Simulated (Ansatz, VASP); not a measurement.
**One calculation of AlN, two programs**

```
Al N
1.0
     3.26180    0.00000    0.00000
    -1.63090    2.82480    0.00000
     0.00000    0.00000    4.01580
Al N
2 2
Direct
  0.33333 0.66667 0.75000
  0.66667 0.33333 0.25000
  0.33333 0.66667 0.25000
  0.66667 0.33333 0.75000
```

Alike in both runs: task single point; functional PBEsol; k mesh 9 × 9 × 6; occupations gaussian, width 0.05 eV; no spin polarisation.

|  | VASP | Ansatz |
| --- | --- | --- |
| version | VASP 6.6.1 | Ansatz 0.2.0 |
| potentials or method | VASP PAW PBE potentials, release 64 (Al, N), cutoff 520 eV | scalar-relativistic, plane waves, PAW |
| valence electrons in the cell | 16 | 16 |

VASP gave:

| Property | Result |
| --- | --- |
| gap on the k mesh at the Fermi level (eV) | 3.77 |
| least direct gap on the mesh (eV) | 3.77 |
| pressure (GPa) | 12.8 |
| traceless stress, the component that is largest in VASP (GPa) | 2.17 |

Question: Estimate Ansatz's values.

Answer: gap on the k mesh at the Fermi level (eV): 3.76; least direct gap on the mesh (eV): 3.76; pressure (GPa): 12.7; traceless stress, the component that is largest in VASP (GPa): 2.14.

VASP's potentials were made for PBE, not for PBEsol, and Ansatz warns of the same on its side. The functional is the same, so the differences come from potentials, cutoffs and numerics.
